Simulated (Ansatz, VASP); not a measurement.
## Two plane-wave programs on As3O2

File INCAR:

```
PREC = Accurate
ENCUT = 600
EDIFF = 1E-7
ISMEAR = 0
SIGMA = 0.1
LREAL = False
LASPH = True
NELM = 80
ALGO = Normal
ISIF = 3
LWAVE = False
LCHARG = False
GGA = PE
IBRION = 2
NSW = 100
EDIFFG = -0.01
```

The input KPOINTS:

```
Automatic mesh
0
Gamma
  12 12 12
```

POSCAR

```
As3O2
1.0
    2.8754359886      1.6601337421      2.7163980758
   -2.8754359886      1.6601337421      2.7163980758
    0.0000000000     -3.3202674841      2.7163980758
As O
3 2
Direct
    0.2932474434      0.7067525566      0.0000000000
    0.0000000000      0.2932474434      0.7067525566
    0.7067525566      0.0000000000      0.2932474434
    0.3325559161      0.3325559161      0.3325559161
    0.6674440839      0.6674440839      0.6674440839
```

Input for Ansatz:

```yaml
crystal:
  lattice:
    - [2.8754359886, 1.6601337421, 2.7163980758]
    - [-2.8754359886, 1.6601337421, 2.7163980758]
    - [0.0, -3.3202674841, 2.7163980758]
  atoms:
    - { symbol: As, position: [0.2932474434, 0.7067525566, 0.0] }
    - { symbol: As, position: [0.0, 0.2932474434, 0.7067525566] }
    - { symbol: As, position: [0.7067525566, 0.0, 0.2932474434] }
    - { symbol: O, position: [0.3325559161, 0.3325559161, 0.3325559161] }
    - { symbol: O, position: [0.6674440839, 0.6674440839, 0.6674440839] }
basis:
  ecutwfc: 420
kpoints:
  mp_grid: { grid: [12, 12, 12] }
hamiltonian:
  xc: pbe
scf:
  occupations: { method: gaussian, width: 0.1 }
output:
  forces: true
  stress: true
  eigenvalues: true
  write_density: true
  write_potential: true
  elf: true
  volumetric_format: npy
relax:
  adjacent_minimum: "off"
  f_tol: 0.01
  max_steps: 80
  cell: { stress_tol: 0.05 }
```

Change from the starting cell: species swapped into the Ni3Se2 type (R32, No. 155).

Alike in both runs: task relaxation of cell and atoms; functional PBE; k mesh 12 × 12 × 12; occupations gaussian, width 0.1 eV; no spin polarisation.

|  | VASP | Ansatz |
| --- | --- | --- |
| version | VASP 6.6.1 | Ansatz 0.2.0 |
| potentials or method | VASP PAW PBE potentials, release 64 (As, O), cutoff 600 eV | scalar-relativistic, plane waves, PAW |
| valence electrons in the cell | 27 | 57 |

```csv
,VASP,Ansatz,Ansatz less VASP
"gap on the k mesh at the Fermi level, each at its own relaxed structure (eV)",none,none,-
relaxed volume (Å³/atom),15.58,15.59,+0.009
relaxed cell length with the largest relative difference (Å),4.292,4.293,+0.0010
```

A gap of «none» marks a metal or a gap that the smearing closes. VASP's potentials hold 27 valence electrons a cell and Ansatz's 57, so a difference there can come from the potentials and not from the codes.
